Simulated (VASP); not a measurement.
A run of VASP 6.6.1 is set up as follows.

File INCAR:

```
  ALGO = Normal
  EDIFF = 1E-8
  ENCUT = 520
  GGA = PS
  ISIF = 2
  ISMEAR = -1
  LASPH = True
  LCHARG = False
  LEFG = True
  LREAL = False
  LWAVE = False
  NBANDS = 28
  NELM = 100
  PREC = Accurate
  SIGMA = 0.03
```

KPOINTS

```
k-points
0
Gamma
  7 7 7
```

Contents of POSCAR:

```
BaTiO3
1.0
    3.9998000000     -0.0399980000     -0.0399980000
   -0.0399980000      3.9998000000     -0.0399980000
   -0.0401800000     -0.0401800000      4.0180000000
Ba Ti O
1 1 3
Direct
    0.0000000000      0.0000000000      0.0000000000
    0.5000000000      0.5000000000      0.5000000000
    0.5000000000      0.5000000000      0.0000000000
    0.5000000000      0.0000000000      0.5000000000
    0.0000000000      0.5000000000      0.5000000000
```

Potentials or basis: VASP PAW PBE potentials, release 64 (Ba_sv, Ti_sv, O).

Command:

```sh
$ cat potpaw_PBE.64/Ba_sv/POTCAR potpaw_PBE.64/Ti_sv/POTCAR potpaw_PBE.64/O/POTCAR > POTCAR
$ mpirun -np 1 vasp_std > vasp.out
```

Problem. Predict the pressure.

Solution. -2.7 GPa.

Problem. Predict the band gap on the k mesh.

Solution. 1.65 eV.

Electric field gradients, principal values (V/Å²):
```csv
atom,least,middle,greatest (by size)
1 Ba,12.116,12.282,-24.399
2 Ti,-2.449,-5.651,8.099
3 O,-12.371,-12.532,24.904
4 O,-10.641,-12.143,22.784
5 O,-10.641,-12.143,22.784
```

Caveat: the cell differs from its parent crystal (equal xy, yz and zx shear strains of -2 %); without QUAD_EFG the Cq values of the log hold for a quadrupole moment of 1 mb, not for the nuclei; the PAW data sets were made with another functional, which shifts forces and pressure a little; spin-orbit coupling is left out, which moves the levels of the heavy elements. A k mesh can miss the band edges.
